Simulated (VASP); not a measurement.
Write the native input for VASP 6.6.1 that does the following.

```
Task                   : single point
Functional             : LDA
Potentials or basis    : VASP PAW PBE potentials, release 64 (Gd)
Cutoff                 : 520 eV
k mesh                 : 10 × 10 × 6
Occupations            : methfessel-paxton, width 1 eV
Spin                   : collinear spin, ferromagnetic start
Starting moments       : [7.214, 7.214] μB
Dipole correction      : no
Further INCAR settings : ALGO = Normal; EDIFF = 1e-06; NBANDS = 29
```

The structure of Gd lies in POSCAR:

```
Gd
1.0
    3.4841536640      0.0000000000      0.0000000000
   -1.7420768320      3.0173655837      0.0000000000
    0.0000000000      0.0000000000      5.5867162136
Gd
2
Direct
    0.3333333333      0.6666666667      0.2500000000
    0.6666666667      0.3333333333      0.7500000000
```

These files were run (other wordings do the same):

INCAR

```
SYSTEM = Gd
ALGO = Normal
EDIFF = 1E-6
ENCUT = 520
GGA = CA
ISIF = 2
ISMEAR = 1
ISPIN = 2
LASPH = .TRUE.
LCHARG = .FALSE.
LMAXMIX = 6
LORBIT = 11
LREAL = .FALSE.
LWAVE = .FALSE.
MAGMOM = 7.214 7.214
NBANDS = 29
NELM = 150
PREC = Accurate
SIGMA = 1.0
```

KPOINTS

```
k-points
0
G
  10 10 6
  0 0 0
```

Potentials or basis: VASP PAW PBE potentials, release 64 (Gd).

The run is started by

```bash
$ cat potpaw_PBE.64/Gd/POTCAR > POTCAR
$ mpirun -np 1 vasp_std > vasp.out
```

It gave:

The pressure is 0.0 GPa, the net moment is 14.31 μB per cell and the site moments are Gd +6.79 μB. The valence electrons inside the program's atomic spheres are Gd 15.27.

Caveat: the highest band is partly filled, so the run has too few bands; so wide a smearing shifts energies and pressures; the PAW data sets were made with another functional, which shifts forces and pressure a little.

Run time: 3.3 min on 1 thread of AMD EPYC 9R45 96-Core Processor (Zen 5), with other jobs on the host, peak memory 0.24 GiB.
